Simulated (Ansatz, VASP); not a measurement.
This is a calculation of Al2Cu for Ansatz 0.2.0.

Contents of input.yaml:

```yaml
crystal:
  lattice:
    - [4.06413018, 0.0, 0.0]
    - [0.0, 4.06413018, 0.0]
    - [0.0, 0.0, 2.891313]
  atoms:
    - { symbol: Cu, position: [0.0, 0.0, 0.0] }
    - { symbol: Al, position: [0.0, 0.5, 0.5] }
    - { symbol: Al, position: [0.5, 0.0, 0.5] }
hamiltonian:
  xc: pbesol
  pseudopotentials: { kind: paw }
kpoints:
  mp_grid: { grid: [6, 6, 8] }
scf:
  occupations: { method: fermi_dirac, width: 0.05 }
output:
  forces: true
  stress: true
  eigenvalues: true
```

Potentials or basis: Ansatz PAW.

Command:

```sh
$ ansatz run input.yaml --threads 2 --pin off --max-ram 5632MiB --backend cpu --events-out ev --progress --plain --runs-dir out
```

Q: Translate it to VASP 6.6.1. Potentials there: VASP PAW PBE potentials, release 64 (Cu_sv_GW, Al).

A: As run (the cutoff follows the program's own potentials):

Contents of INCAR:

```
PREC = Accurate ; ENCUT = 700
EDIFF = 1E-6 ; ISMEAR = -1
SIGMA = 0.05 ; LREAL = F
LASPH = T ; NELM = 120
ALGO = Normal ; ISIF = 2
LWAVE = F ; LCHARG = F
GGA = PS ; NBANDS = 20
GGA_COMPAT = F
```

The input KPOINTS:

```
regular mesh
0
Gamma
  6 6 8
```

File POSCAR:

```
Al2Cu
1.0
    4.0641301800      0.0000000000      0.0000000000
    0.0000000000      4.0641301800      0.0000000000
    0.0000000000      0.0000000000      2.8913130000
Cu Al
1 2
Direct
    0.0000000000      0.0000000000      0.0000000000
    0.0000000000      0.5000000000      0.5000000000
    0.5000000000      0.0000000000      0.5000000000
```

Potentials or basis: VASP PAW PBE potentials, release 64 (Cu_sv_GW, Al).

The run is started by

```bash
$ cat potpaw_PBE.64/Cu_sv_GW/POTCAR potpaw_PBE.64/Al/POTCAR > POTCAR
$ mpirun -np 1 vasp_std > vasp.out
```

Both were run:

|  | VASP | Ansatz | Ansatz less VASP |
| --- | --- | --- | --- |
| gap on the k mesh at the Fermi level (eV) | none | none | - |
| pressure (GPa) | -1.4 | -0.3 | +1.11 |
| traceless stress, the component that is largest in VASP (GPa) | -1.34 | -1.35 | -0.006 |

VASP's potentials were made for PBE, not for PBEsol. A gap of «none» marks a metal or a gap that the smearing closes.
